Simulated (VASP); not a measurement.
# MgO: elastic constants with PBEsol

The system is MgO.

```
Mg O
1.0
     0.00000    2.10700    2.10700
     2.10700    0.00000    2.10700
     2.10700    2.10700    0.00000
Mg O
1 1
Direct
  0.00000 0.00000 0.00000
  0.50000 0.50000 0.50000
```

```
Program                   : VASP 6.6.1
Task                      : elastic constants
Functional                : PBEsol
Potentials or basis       : VASP PAW PBE potentials, release 64 (Mg, O)
Cutoff                    : 600 eV
k mesh                    : 8 × 8 × 8
Occupations               : gaussian, width 0.01 eV
Spin                      : no spin polarisation
Dipole correction         : no
Ions in elastic constants : relaxed
Further INCAR settings    : ALGO = Normal; EDIFF = 1e-08; NBANDS = 11; IBRION = 6; POTIM = 0.015; NSW = 1; ISIF = 3
```

```yaml
Elastic_constants_C11_C12_C44: 295, 90, 145 GPa
Voigt_bulk_modulus: 159 GPa
Highest_phonon_frequency_at_Γ_LO-TO_splitting_left_out: 390 cm⁻¹
```

Phonon frequencies in cm⁻¹ (negative: imaginary):
| q point | frequencies |
| --- | --- |
| (0.000, 0.000, 0.000) | 0 0 0 390 390 390 |

Elastic tensor in Voigt notation (GPa, in the Cartesian axes of the cell as first typed):
```
295  90  90   0   0   0
 90 295  90   0   0   0
 90  90 295   0   0   0
  0   0   0 145   0   0
  0   0   0   0 145   0
  0   0   0   0   0 145
```

Clamped-ion elastic tensor (GPa):
```
295  90  90   0   0   0
 90 295  90   0   0   0
 90  90 295   0   0   0
  0   0   0 145   0   0
  0   0   0   0 145   0
  0   0   0   0   0 145
```

Run time: 2.1 min on 1 thread of Intel Xeon 6975P-C, on a shared host, peak memory 0.21 GiB.

Caveat: the PAW data sets were made with another functional, which shifts forces and pressure a little.
